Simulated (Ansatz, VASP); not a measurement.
## Sc2B5F: VASP beside Ansatz

```
Sc B F
1.0
     4.44342    0.00000    0.00000
    -2.22171    3.84811    0.00000
     0.00000    0.00000    6.30824
Sc B F
2 5 1
Cartesian
  2.2217 1.2827 0.0000
  0.0000 0.0000 3.1541
  0.0000 0.0000 5.4739
  0.0000 0.0000 0.8344
  -0.8368 3.0485 0.0000
  0.0000 1.5992 0.0000
  0.8368 3.0485 0.0000
  0.0000 2.5654 3.1541
```

Alike in both runs: functional PBE; k mesh 12 × 12 × 6; occupations gaussian, width 0.1 eV; no spin polarisation.

Ansatz relaxed the structure, and its values are those at the end. VASP's run is a single point on that final structure, the one shown.

|  | VASP | Ansatz |
| --- | --- | --- |
| version | VASP 6.6.1 | Ansatz 0.2.0 |
| potentials or method | VASP PAW PBE potentials, release 64 (Sc_sv, B, F), cutoff 520 eV | scalar-relativistic, plane waves, PAW |
| valence electrons in the cell | 44 | 44 |

Ansatz gave:

| Item | Value |
| --- | --- |
| gap on the k mesh at the Fermi level (eV) | none |
| pressure (GPa) | 0.0 |

**Question.** Estimate VASP's values.

**Answer.** gap on the k mesh at the Fermi level (eV): none; pressure (GPa): 0.2.

A gap of «none» marks a metal or a gap that the smearing closes. The functional is the same, so the differences come from potentials, cutoffs and numerics.
